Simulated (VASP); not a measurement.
Wanted: the native input for a VASP 6.6.1 run.

* Task: single point
* Functional: PBE
* Potentials or basis: VASP PAW PBE potentials, release 64 (Pd)
* Cutoff: 520 eV
* k mesh: 16 × 16 × 15
* Occupations: fermi-dirac, width 0.08 eV
* Spin: no spin polarisation
* Dipole correction: no
* Further INCAR settings: ALGO = Normal; EDIFF = 1e-06; NBANDS = 11

The structure of Pd lies in POSCAR:

```
Pd
1.0
    2.4702350603      0.0000000000      0.0000000000
   -1.2351175302      2.1392863156      0.0000000000
    0.0000000000      0.0000000000      2.3893727006
Pd
1
Direct
    0.0000000000      0.0000000000      0.0000000000
```

This cell differs from its parent crystal: volume scaled by 0.76.

These files were run (other wordings do the same):

INCAR

```
SYSTEM = Pd
ALGO = Normal ; EDIFF = 1E-6
ENCUT = 520 ; GGA = PE
ISIF = 2 ; ISMEAR = -1
LASPH = .TRUE. ; LCHARG = .FALSE.
LREAL = .FALSE. ; LWAVE = .FALSE.
NBANDS = 11 ; NELM = 60
PREC = Accurate ; SIGMA = 0.08
```

KPOINTS

```
k-points
0
G
  16 16 15
  0 0 0
```

Potentials or basis: VASP PAW PBE potentials, release 64 (Pd).

Command:

```sh
$ cat potpaw_PBE.64/Pd/POTCAR > POTCAR
$ mpirun -np 1 vasp_std > vasp.out
```

It gave:

The pressure is 80.3 GPa and the band gap on the k mesh is zero (band 5 reaches 14.33 eV, above the bottom of band 6 at 11.05 eV).

It took 26 s on 1 thread of Intel(R) Xeon(R) Platinum 8488C (Sapphire Rapids) (shared host), peak memory 0.14 GiB.
